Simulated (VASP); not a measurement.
Wanted: the native input for a VASP 6.6.1 run.

- Task: single point
- Functional: RPBE
- Potentials or basis: VASP PAW PBE potentials, release 64 (Li_sv)
- Cutoff: 520 eV
- k mesh: 8 × 8 × 12
- Occupations: fermi-dirac, width 0.1 eV
- Spin: no spin polarisation
- Dipole correction: no
- Further INCAR settings: ALGO = Normal; EDIFF = 1e-06; NBANDS = 12

The structure of Li lies in POSCAR:

```
Li
1.0
    5.0603095187      0.0000000000      0.0000000000
   -2.5301547593      4.3823565942      0.0000000000
    0.0000000000      0.0000000000      2.9686190873
Li
3
Direct
    0.0000000000      0.0000000000      0.0000000000
    0.3333333333      0.6666666667      0.5000000000
    0.6666666667      0.3333333333      0.5000000000
```

This isn't the form of Li at room conditions, which is bcc.

The input as run:

INCAR

```
  PREC = Accurate
  ENCUT = 520
  EDIFF = 1E-6
  ISMEAR = -1
  SIGMA = 0.1
  LREAL = F
  LASPH = T
  NELM = 60
  ALGO = Normal
  ISIF = 2
  LWAVE = F
  LCHARG = F
  GGA = RP
  NBANDS = 12
```

KPOINTS

```
regular mesh
0
Gamma
  8 8 12
```

Potentials or basis: VASP PAW PBE potentials, release 64 (Li_sv).

Run with:

```sh
$ cat potpaw_PBE.64/Li_sv/POTCAR > POTCAR
$ mpirun -np 1 vasp_std > vasp.out
```

It gave:

The band gap on the k mesh is zero (an odd number of electrons rules out a gap without spin polarisation).

Wall time 18 s on 1 thread of Intel(R) Xeon(R) Platinum 8488C (Sapphire Rapids), with other jobs on the host, peak memory 0.19 GiB.
